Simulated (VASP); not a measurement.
# Ge (P6/mmm) in VASP: a series of runs

Runs on Ge. Level: PBE. Tasks: single point.

All numbers are computed with VASP 6.6.1; they aren't measurements. Logs are shortened: lines on timing, memory, paths and dates and some standing lists are left out, and cuts for length are marked.

### 1 The cell of the first run

The structure is hexagonal, space group P6/mmm (No. 191). The conventional cell has a = 2.433 Å, b = 2.433 Å, c = 2.268 Å, α = 90.00°, β = 90.00°, γ = 120.00°. Ge (site symmetry 6/mmm) has 8 Ge at 2.27 to 2.43 Å within 3.0 Å.

This isn't the form of Ge at room conditions, which is diamond.

### 2 Single point, PBE

The input, INCAR:

```
SYSTEM = Ge
PREC = Accurate ; ENCUT = 520
EDIFF = 1E-6 ; ISMEAR = -1
SIGMA = 0.05 ; LREAL = .False.
LASPH = .True. ; NELM = 60
ALGO = Normal ; ISIF = 2
LWAVE = .False. ; LCHARG = .False.
GGA = PE ; NBANDS = 13
```

The input, KPOINTS:

```
Automatic mesh
0
Gamma
  18 18 17
  0 0 0
```

The input, POSCAR:

```
Ge
1.0
    2.4326053143      0.0000000000      0.0000000000
   -1.2163026572      2.1066979996      0.0000000000
    0.0000000000      0.0000000000      2.2678477430
Ge
1
Direct
    0.0000000000      0.0000000000      0.0000000000
```

Potentials or basis: VASP PAW PBE potentials, release 64 (Ge_d).

Started as:

```
> cat potpaw_PBE.64/Ge_d/POTCAR > POTCAR
> mpirun -np 1 vasp_std > vasp.out
```

OUTCAR:

```text
SYSTEM = Ge
   PREC = Accurate
   ENCUT = 520
   EDIFF = 1E-6
   ISMEAR = -1
   LREAL = .False.
   LASPH = .True.
   NELM = 60
   ISIF = 2
   GGA = PE

 ion  position               nearest neighbor table
   1  0.000  0.000  0.000-

  LATTYP: Found a hexagonal cell.
 ALAT       =     2.4326053143
 C/A-ratio  =     0.9322711455

  Lattice vectors:

 A1 = (   2.4326053143,   0.0000000000,   0.0000000000)
 A2 = (  -1.2163026572,   2.1066979996,   0.0000000000)
 A3 = (   0.0000000000,   0.0000000000,   2.2678477430)

Analysis of symmetry for initial positions (statically):
=====================================================================
 Subroutine PRICEL returns:
 Original cell was already a primitive cell.

 Routine SETGRP: Setting up the symmetry group for a
 hexagonal supercell.

 Subroutine GETGRP returns: Found 24 space group operations
 (whereof 24 operations were pure point group operations)
 out of a pool of 24 trial point group operations.

The static configuration has the point symmetry D_6h.

Analysis of symmetry for dynamics (positions and initial velocities):
=====================================================================
 Subroutine PRICEL returns:
 Original cell was already a primitive cell.

 Routine SETGRP: Setting up the symmetry group for a
 hexagonal supercell.

 Subroutine GETGRP returns: Found 24 space group operations
 (whereof 24 operations were pure point group operations)
 out of a pool of 24 trial point group operations.

The dynamic configuration has the point symmetry D_6h.

 Subroutine INISYM returns: Found 24 space group operations
 (whereof 24 operations are pure point group operations),
 and found     1 'primitive' translations

----------------------------------------------------------------------------------------

                                     Primitive cell

  volume of cell :      11.6222

  direct lattice vectors                    reciprocal lattice vectors
     2.432605314  0.000000000  0.000000000     0.411081894  0.237338242  0.000000000
    -1.216302657  2.106698000  0.000000000     0.000000000  0.474676484  0.000000000
     0.000000000  0.000000000  2.267847743     0.000000000  0.000000000  0.440946710

  length of vectors
     2.432605314  2.432605314  2.267847743     0.474676484  0.474676484  0.440946710

  position of ions in fractional coordinates (direct lattice)
     0.000000000  0.000000000  0.000000000

  ion indices of the primitive-cell ions
   primitive index   ion index
                 1           1

----------------------------------------------------------------------------------------

 KPOINTS: Automatic mesh

Automatic generation of k-mesh.
 Grid dimensions read from file:
 generate k-points for:   18   18   17

 Generating k-lattice:

  Cartesian coordinates                     Fractional coordinates (reciprocal lattice)
     0.022837883  0.013185458  0.000000000     0.055555556  0.000000000  0.000000000
     0.000000000  0.026370916  0.000000000     0.000000000  0.055555556  0.000000000
     0.000000000  0.000000000  0.025938042     0.000000000  0.000000000  0.058823529

  Length of vectors
     0.026370916  0.026370916  0.025938042

  Shift w.r.t. Gamma in fractional coordinates (k-lattice)
     0.000000000  0.000000000  0.000000000

 Subroutine IBZKPT returns following result:
 ===========================================

 Found    333 irreducible k-points:

 Following reciprocal coordinates:
            Coordinates               Weight
  0.000000  0.000000  0.000000      1.000000
  0.055556 -0.000000  0.000000      6.000000
  0.111111 -0.000000  0.000000      6.000000
  0.166667  0.000000  0.000000      6.000000
  0.222222  0.000000  0.000000      6.000000
  0.277778  0.000000  0.000000      6.000000
[... 16 lines left out ...]
  0.333333  0.111111  0.000000     12.000000
  0.388889  0.111111  0.000000     12.000000
 [... further k-points ...]
   k-points           NKPTS =    333   k-points in BZ     NKDIM =    333   number of bands    NBANDS=     13
   number of dos      NEDOS =    301   number of ions     NIONS =      1
   total plane-waves  NPLWV =   5832
   dimension x,y,z NGX =    18 NGY =   18 NGZ =   18
   dimension x,y,z NGXF=    36 NGYF=   36 NGZF=   36
   ions per type =               1
   NGX,Y,Z   is equivalent  to a cutoff of  12.30, 12.30, 13.20 a.u.
   NGXF,Y,Z  is equivalent  to a cutoff of  24.60, 24.60, 26.39 a.u.
 SYSTEM =  Ge
   PREC   = accura    normal or accurate (medium, high low for compatibility)
   ISTART =      0    job   : 0-new  1-cont  2-samecut
   ICHARG =      2    charge: 1-file 2-atom 10-const
   ISPIN  =      1    spin polarized calculation?
   LNONCOLLINEAR =      F non collinear calculations
   LSORBIT =      F    spin-orbit coupling
   LASPH  =      T    aspherical Exc in radial PAW
   ENCUT  =  520.0 eV  38.22 Ry    6.18 a.u.   4.52  4.52  4.22*2*pi/ulx,y,z
   NELM   =     60;   NELMIN=  2; NELMDL= -5     # of ELM steps
   EDIFF  = 0.1E-05   stopping-criterion for ELM
   LREAL  =      F    real-space projection
   EDIFFG = 0.1E-04   stopping-criterion for IOM
   NSW    =      0    number of steps for IOM
   IBRION =     -1    ionic relax: 0-MD 1-quasi-New 2-CG
   NFREE  =      0    steps in history (QN), initial steepest desc. (CG)
   ISIF   =      2    stress and relaxation
   ISYM   =      2    0-nonsym 1-usesym 2-fastsym
   POTIM  = 0.5000    time-step for ionic-motion
   TEBEG  =    0.0;   TEEND  =   0.0 temperature during run
   PSTRESS=    0.0 pullay stress
   NELECT =      14.0000    total number of electrons
   NUPDOWN=      -1.0000    fix difference up-down
   EMIN   =  10.00;   EMAX   =-10.00  energy-range for DOS
   EFERMI =   0.00;   METHOD = LEGACY
   ISMEAR =    -1;   SIGMA  =   0.05  broadening in eV -4-tet -1-fermi 0-gaus
   EFERMI_NEDOS =   21; number of points for ismear=-14 and -15
   IALGO  =     38    algorithm
   IMIX   =      4    mixing-type and parameters
     AMIX     =   0.40;   BMIX     =  1.00
     AMIX_MAG =   1.60;   BMIX_MAG =  1.00
  volume/ion in A,a.u.               =      11.62        78.43
  Fermi-wavevector in a.u.,A,eV,Ry     =   1.741893  3.291701 41.282696  3.034193
  Thomas-Fermi vector in A             =   2.814263
   LORBIT       =      0    0 simple, 1 ext, 2 COOP (PROOUT), +10 PAW based schemes
   GGA     = PE    functional components
   LHFCALC =     F    Hartree Fock is set to
   AEXX    =    0.0000 exact exchange contribution
   IVDW    =     0    specifies the selected vdW correction
   LEPSILON=     F    determine dielectric tensor
   LRPA    =     F    only Hartree local field effects (RPA)
 non-spin polarized calculation
  energy-cutoff  :      520.00
  volume of cell :       11.62
 maximum number of plane-waves:       332
   NGX =  9   NGY =  9   NGZ =  9

 number of electron      13.9999993 magnetization

 Free energy of the ion-electron system (eV)
  ---------------------------------------------------
  ext. energy  EPLUGINS =         0.00000000
  ---------------------------------------------------
  free energy    TOTEN  =        -2.61655134 eV

  energy without entropy =       -2.61365815  energy(sigma->0) =       -2.61510474

 E-fermi :  13.5557     XC(G=0): -13.9096

 val. band max:       13.5334947534   @ k =   0.3889   0.0556   0.4118
 cond. band min:      13.5668200366   @ k =   0.2778   0.0000   0.1176
 fundamental gap:      0.0333252832
 Fermi energy:        13.5556700328

 k-point     1 :       0.0000    0.0000    0.0000
  band No.  band energies     occupation
      1     -12.6127      2.00000
      2     -12.1760      2.00000
      3     -12.1760      2.00000
      4     -11.6813      2.00000
      5     -11.6813      2.00000
      6      -5.0726      2.00000
      7      23.0854      0.00000
      8      26.2111      0.00000
      9      26.4028      0.00000
     10      26.4028      0.00000
     11      30.4654      0.00000
     12      31.0316      0.00000
     13      31.0316      0.00000

 k-point     2 :       0.0556   -0.0000    0.0000
  band No.  band energies     occupation
      1     -12.6052      2.00000
      2     -12.1808      2.00000
      3     -12.1620      2.00000
      4     -11.6879      2.00000
      5     -11.6828      2.00000
      6      -4.9654      2.00000
      7      23.2041      0.00000
      8      24.5774      0.00000
      9      25.7642      0.00000
     10      26.8302      0.00000
     11      28.9773      0.00000
     12      31.8477      0.00000
     13      33.5264      0.00000

 k-point     3 :       0.1111   -0.0000    0.0000
  band No.  band energies     occupation
      1     -12.5847      2.00000
      2     -12.1943      2.00000
      3     -12.1216      2.00000
      4     -11.7066      2.00000
      5     -11.6870      2.00000
      6      -4.6424      2.00000
      7      21.8846      0.00000
      8      23.5585      0.00000
      9      24.5030      0.00000
     10      26.4642      0.00000
     11      28.6442      0.00000
     12      33.6417      0.00000
     13      36.0623      0.00000
[... 305 lines left out ...]
 k-point    23 :       0.3333    0.1111    0.0000
  band No.  band energies     occupation
      1     -12.4697      2.00000
      2     -12.2361      2.00000
      3     -11.8638      2.00000
      4     -11.7916      2.00000
      5     -11.7380      2.00000
      6       0.6296      2.00000
      7       8.4609      2.00000
      8      15.9827      0.00000
      9      27.6245      0.00000
     10      28.8036      0.00000
     11      32.2139      0.00000
     12      37.8554      0.00000
     13      39.3082      0.00000

 k-point    24 :       0.3889    0.1111    0.0000
  band No.  band energies     occupation
      1     -12.4739      2.00000
      2     -12.2262      2.00000
      3     -11.8793      2.00000
      4     -11.7587      2.00000
      5     -11.7434      2.00000
      6       2.2766      2.00000
      7       6.2080      2.00000
      8      15.6472      0.00000
      9      27.4314      0.00000
     10      30.0884      0.00000
     11      33.1088      0.00000
     12      36.0070      0.00000
     13      37.9968      0.00000

 [... further k-points ...]

------------------------ aborting loop because EDIFF is reached ----------------------------------------

  FORCE on cell =-STRESS in cart. coord.  units (eV):
  Direction    XX          YY          ZZ          XY          YZ          ZX
  --------------------------------------------------------------------------------------
  -------------------------------------------------------------------------------------
  Total        8.0054733      8.0054733      7.9836705     -0.0000000      0.0000000      0.0000000
  in kB     1103.5951104   1103.5951105   1100.5894805     -0.0000000      0.0000000      0.0000000
  external PRESSURE =    1102.5932338 kB  Pullay stress =       0.0000000 kB

 VOLUME and BASIS-vectors are now :
 -----------------------------------------------------------------------------
  energy-cutoff  :      520.00
  volume of cell :       11.62
      direct lattice vectors                 reciprocal lattice vectors
     2.432605314  0.000000000  0.000000000     0.411081894  0.237338242  0.000000000
    -1.216302657  2.106698000  0.000000000     0.000000000  0.474676484  0.000000000
     0.000000000  0.000000000  2.267847743     0.000000000  0.000000000  0.440946710

 POSITION                                       TOTAL-FORCE (eV/Angst)
 -----------------------------------------------------------------------------------
      0.00000      0.00000      0.00000         0.000000      0.000000      0.000000
 -----------------------------------------------------------------------------------
    total drift:                               -0.000000      0.000000      0.000000

  FREE ENERGIE OF THE ION-ELECTRON SYSTEM (eV)
  ---------------------------------------------------
  free  energy   TOTEN  =        -2.6165513413 eV

  energy  without entropy=       -2.6136581472  energy(sigma->0) =       -2.61510474
```

It took 60 s on 1 thread of Intel Xeon 8259CL, shared host; peak memory 0.16 GiB.

Results:

```yaml
Free_energy: -2.6166 eV
Pressure: 110.3 GPa
Band_gap_on_the_k_mesh: zero (bands 7 and 8 overlap by 16.05 eV)
```

Levels at points of the mesh, in eV from the Fermi level:
```tsv
k point	band 3	band 4	band 5	band 6	band 7	band 8	band 9	band 10	band 11	band 12
(0.00, 0.00, 0.00)	-25.73	-25.24	-25.24	-18.63	9.53	12.66	12.85	12.85	16.91	17.48
(0.50, 0.00, 0.00)	-25.45	-25.29	-25.25	-9.83	-9.65	5.50	9.85	16.86	19.69	21.34
```

Caveat: the cell stands under pressure.

### 3 Single point, PBE

This run uses another cell than the first one: it holds 3 atoms, not 1.

The input, INCAR:

```
PREC = Accurate
ENCUT = 520
EDIFF = 1E-7
ISMEAR = -1
SIGMA = 0.05
LREAL = F
LASPH = T
NELM = 80
ALGO = Normal
ISIF = 2
LWAVE = F
LCHARG = T
GGA = PE
LELF = T
LVHAR = T
NBANDS = 28
```

The input, KPOINTS:

```
Automatic mesh
0
Gamma
  9 9 13
```

The input, POSCAR:

```
Ge
1.0
    4.0720553343      0.0000000000      0.0000000000
   -2.0360276672      3.5265033651      0.0000000000
    0.0000000000      0.0000000000      2.3978514659
Ge
3
Direct
    0.0000000000      0.0000000000      0.0000000000
    0.3333333333      0.6666666667      0.5000000000
    0.6666666667      0.3333333333      0.5000000000
```

Potentials or basis: VASP PAW PBE potentials, release 64 (Ge_d).

Started as:

```
> cat potpaw_PBE.64/Ge_d/POTCAR > POTCAR
> mpirun -np 1 vasp_std > vasp.out
```

OUTCAR:

```text
PREC = Accurate
   ENCUT = 520
   EDIFF = 1E-7
   ISMEAR = -1
   LREAL = F
   LASPH = T
   NELM = 80
   ISIF = 2
   GGA = PE

 ion  position               nearest neighbor table
   1  0.000  0.000  0.000-   2 2.64   3 2.64   2 2.64   3 2.64   3 2.64   3 2.64   2 2.64   2 2.64
                             3 2.64   3 2.64   2 2.64   2 2.64
   2  0.333  0.667  0.500-   3 2.35   3 2.35   3 2.35   1 2.64   1 2.64   1 2.64   1 2.64   1 2.64
                             1 2.64
   3  0.667  0.333  0.500-   2 2.35   2 2.35   2 2.35   1 2.64   1 2.64   1 2.64   1 2.64   1 2.64
                             1 2.64

  LATTYP: Found a hexagonal cell.
 ALAT       =     4.0720553343
 C/A-ratio  =     0.5888553247

  Lattice vectors:

 A1 = (   4.0720553343,   0.0000000000,   0.0000000000)
 A2 = (  -2.0360276672,   3.5265033651,   0.0000000000)
 A3 = (   0.0000000000,   0.0000000000,   2.3978514659)

Analysis of symmetry for initial positions (statically):
=====================================================================
 Subroutine PRICEL returns:
 Original cell was already a primitive cell.

 Routine SETGRP: Setting up the symmetry group for a
 hexagonal supercell.

 Subroutine GETGRP returns: Found 24 space group operations
 (whereof 24 operations were pure point group operations)
 out of a pool of 24 trial point group operations.

The static configuration has the point symmetry D_6h.

Analysis of symmetry for dynamics (positions and initial velocities):
=====================================================================
 Subroutine PRICEL returns:
 Original cell was already a primitive cell.

 Routine SETGRP: Setting up the symmetry group for a
 hexagonal supercell.

 Subroutine GETGRP returns: Found 24 space group operations
 (whereof 24 operations were pure point group operations)
 out of a pool of 24 trial point group operations.
[... 117 lines left out ...]
   EFERMI =   0.00;   METHOD = LEGACY
   ISMEAR =    -1;   SIGMA  =   0.05  broadening in eV -4-tet -1-fermi 0-gaus
   EFERMI_NEDOS =   21; number of points for ismear=-14 and -15
   IALGO  =     38    algorithm
   IMIX   =      4    mixing-type and parameters
     AMIX     =   0.40;   BMIX     =  1.00
     AMIX_MAG =   1.60;   BMIX_MAG =  1.00
  volume/ion in A,a.u.               =      11.48        77.46
  Fermi-wavevector in a.u.,A,eV,Ry     =   1.749167  3.305446 41.628165  3.059584
  Thomas-Fermi vector in A             =   2.820132
   LORBIT       =      0    0 simple, 1 ext, 2 COOP (PROOUT), +10 PAW based schemes
   GGA     = PE    functional components
   LHFCALC =     F    Hartree Fock is set to
   AEXX    =    0.0000 exact exchange contribution
   IVDW    =     0    specifies the selected vdW correction
   LEPSILON=     F    determine dielectric tensor
   LRPA    =     F    only Hartree local field effects (RPA)
 non-spin polarized calculation
  energy-cutoff  :      520.00
  volume of cell :       34.43
 maximum number of plane-waves:       945
   NGX = 15   NGY = 15   NGZ =  9

 number of electron      41.9999947 magnetization

 Free energy of the ion-electron system (eV)
  ---------------------------------------------------
  ext. energy  EPLUGINS =         0.00000000
  ---------------------------------------------------
  free energy    TOTEN  =        -7.59338185 eV

  energy without entropy =       -7.58548554  energy(sigma->0) =       -7.58943369

 E-fermi :  13.6587     XC(G=0): -14.0353

 val. band max:       13.6132698739   @ k =   0.1111   0.1111   0.2308
 cond. band min:      13.6687239429   @ k =   0.2222   0.0000   0.3077
 fundamental gap:      0.0554540690
 Fermi energy:        13.6587378947

 k-point     1 :       0.0000    0.0000    0.0000
  band No.  band energies     occupation
      1     -12.1396      2.00000
      2     -11.9520      2.00000
      3     -11.8123      2.00000
      4     -11.7700      2.00000
      5     -11.7700      2.00000
      6     -11.7382      2.00000
[... 733 lines left out ...]
     27      22.8774      0.00000
     28      26.3207      0.00000

 [... further k-points ...]

------------------------ aborting loop because EDIFF is reached ----------------------------------------

  FORCE on cell =-STRESS in cart. coord.  units (eV):
  Direction    XX          YY          ZZ          XY          YZ          ZX
  --------------------------------------------------------------------------------------
  -------------------------------------------------------------------------------------
  Total       23.7520999     23.7520999     23.7405605     -0.0000000     -0.0000000     -0.0000000
  in kB     1105.1782861   1105.1782861   1104.6413580     -0.0000000     -0.0000000     -0.0000000
  external PRESSURE =    1104.9993100 kB  Pullay stress =       0.0000000 kB

 VOLUME and BASIS-vectors are now :
 -----------------------------------------------------------------------------
  energy-cutoff  :      520.00
  volume of cell :       34.43
      direct lattice vectors                 reciprocal lattice vectors
     4.072055334  0.000000000  0.000000000     0.245576231  0.141783503  0.000000000
    -2.036027667  3.526503365  0.000000000     0.000000000  0.283567006  0.000000000
     0.000000000  0.000000000  2.397851466     0.000000000  0.000000000  0.417040010

 POSITION                                       TOTAL-FORCE (eV/Angst)
 -----------------------------------------------------------------------------------
      0.00000      0.00000      0.00000         0.000000      0.000000      0.000000
     -0.00000      2.35100      1.19893        -0.000000      0.000000      0.000000
      2.03603      1.17550      1.19893         0.000000      0.000000     -0.000000
 -----------------------------------------------------------------------------------
    total drift:                               -0.000000      0.000000      0.000000

  FREE ENERGIE OF THE ION-ELECTRON SYSTEM (eV)
  ---------------------------------------------------
  free  energy   TOTEN  =        -7.5933818516 eV

  energy  without entropy=       -7.5854855368  energy(sigma->0) =       -7.58943369
```

stdout:

```text
POSCAR found type information on POSCAR Ge
 POSCAR found :  1 types and       3 ions
 scaLAPACK will be used
 LDA part: xc-table for (Slater+PW92), standard interpolation
 POSCAR, INCAR and KPOINTS ok, starting setup
 FFT: planning ... GRIDC
 FFT: planning ... GRID_SOFT
 FFT: planning ... GRID
 WAVECAR not read
 entering main loop
```

Run time: 2.1 min. Hardware: 1 thread of Intel Xeon 8259CL, shared host; peak memory 0.18 GiB.

What came out:

| Item | Value |
| --- | --- |
| Free energy | -7.5934 eV |
| Pressure | 110.5 GPa |
| Band gap on the k mesh | zero (bands 21 and 22 overlap by 9.65 eV) |

Caveat: the cell stands under pressure.

[end of part 1 of 2]
